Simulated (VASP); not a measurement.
# TaCS: single point with PBE

TaCS, a sheet with vacuum:

```xyz
3
Lattice="3.4852 0.0000 0.0000 -1.7426 3.0183 0.0000 0.0000 0.0000 17.0000" Properties=species:S:1:pos:R:3 pbc="T T T"
Ta    0.0000    0.0000    8.3841
C     0.0000    2.0122    7.0090
S     1.7426    1.0061    9.9910
```

| Item | Value |
| --- | --- |
| Program | VASP 6.6.1 |
| Task | single point |
| Functional | PBE |
| Potentials or basis | VASP PAW PBE potentials, release 64 (Ta_pv, C, S) |
| Cutoff | 520 eV |
| k mesh | 6 × 6 × 1 |
| Occupations | gaussian, width 0.1 eV |
| Spin | no spin polarisation |

- Largest force: 3.957 eV/Å
- Band gap on the k mesh: zero (an odd number of electrons rules out a gap without spin polarisation)

Forces on the atoms (eV/Å):
```
Ta   0.000  0.000 -2.722
C    0.000  0.000  3.957
S    0.000  0.000 -1.235
```

Levels at points of the mesh, in eV from the Fermi level:
```
           k point  band 7  band 8  band 9  band 10  band 11  band 12  band 13  band 14
(0.00, 0.00, 0.00)   -2.40   -2.40   -0.51     0.64     0.64     1.37     1.37     2.23
(0.50, 0.00, 0.00)   -3.22   -2.52   -1.49    -0.79     0.11     1.25     2.98     3.36
```

It took 58 s on 1 thread of Intel Xeon 8259CL, with other jobs on the host, peak memory 0.31 GiB.

Caveat: spin-orbit coupling is left out, which moves the levels of the heavy elements.
